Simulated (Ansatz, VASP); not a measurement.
Two plane-wave programs on CdS

Contents of INCAR:

```
SYSTEM = CdS
PREC = Accurate
ENCUT = 520
EDIFF = 1E-6
ISMEAR = -1
SIGMA = 0.02
LREAL = .FALSE.
LASPH = .TRUE.
NELM = 80
ALGO = Normal
ISIF = 2
LWAVE = .FALSE.
LCHARG = .FALSE.
GGA = PE
NBANDS = 26
```

Contents of KPOINTS:

```
Automatic mesh
0
G
  12 12 4
  0 0 0
```

POSCAR

```
CdS
1.0
    4.3870120177      0.0000000000      0.0000000000
   -2.1935060089      3.6066677939      0.0000000000
    0.0000000000      0.0000000000      6.7659754197
Cd S
2 2
Direct
    0.3332805047      0.6665610095     -0.0036684732
    0.6667194953      0.3334389905      0.4963315268
    0.3260141798      0.6520283597      0.3786684732
    0.6739858202      0.3479716403      0.8786684732
```

Input for Ansatz:

```yaml
crystal:
  lattice:
    - [4.3870120177, 0.0, 0.0]
    - [-2.1935060089, 3.6066677939, 0.0]
    - [0.0, 0.0, 6.7659754197]
  atoms:
    - { symbol: Cd, position: [0.3332805047, 0.6665610095, -0.0036684732] }
    - { symbol: Cd, position: [0.6667194953, 0.3334389905, 0.4963315268] }
    - { symbol: S, position: [0.3260141798, 0.6520283597, 0.3786684732] }
    - { symbol: S, position: [0.6739858202, 0.3479716403, 0.8786684732] }
kpoints:
  mp_grid: { grid: [12, 12, 4] }
  band_path:
    path:
      - [0.0, 0.0, 0.0]
      - [0.5, 0.0, 0.0]
      - [0.3333333333, 0.3333333333, 0.0]
      - [0.0, 0.0, 0.5]
      - [0.5, 0.0, 0.5]
      - [0.3333333333, 0.3333333333, 0.5]
    npoints: 1
hamiltonian:
  xc: pbe
scf:
  occupations: { method: fermi_dirac, width: 0.02 }
  n_extra_bands: 5
output:
  forces: true
  stress: true
  eigenvalues: true
  write_density: true
  write_potential: true
  elf: true
  volumetric_format: npy
```

Change from the starting cell: uniaxial_x strain +5.3%.

Alike in both runs: task single point; functional PBE; k mesh 12 × 12 × 4; occupations fermi-dirac, width 0.02 eV; no spin polarisation.

|  | VASP | Ansatz |
| --- | --- | --- |
| version | VASP 6.6.1 | Ansatz 0.2.0 |
| potentials or method | VASP PAW PBE potentials, release 64 (Cd, S) | plane waves, PAW |
| plane-wave cutoff (eV) | 520 | 420 |
| valence electrons in the cell | 36 | 52 |

```csv
,VASP,Ansatz,Ansatz less VASP
gap on the k mesh at the Fermi level (eV),1.00,1.00,0.000
pressure (GPa),-1.2,-1.4,-0.26
"traceless stress, the component that is largest in VASP (GPa)",-1.29,-1.29,+0.004
rms of the force components (eV/Å),0.002,0.003,+0.0009
```

Atom by atom the forces differ by 0.002 eV/Å (rms over components). VASP's potentials hold 36 valence electrons a cell and Ansatz's 52, so a difference there can come from the potentials and not from the codes.
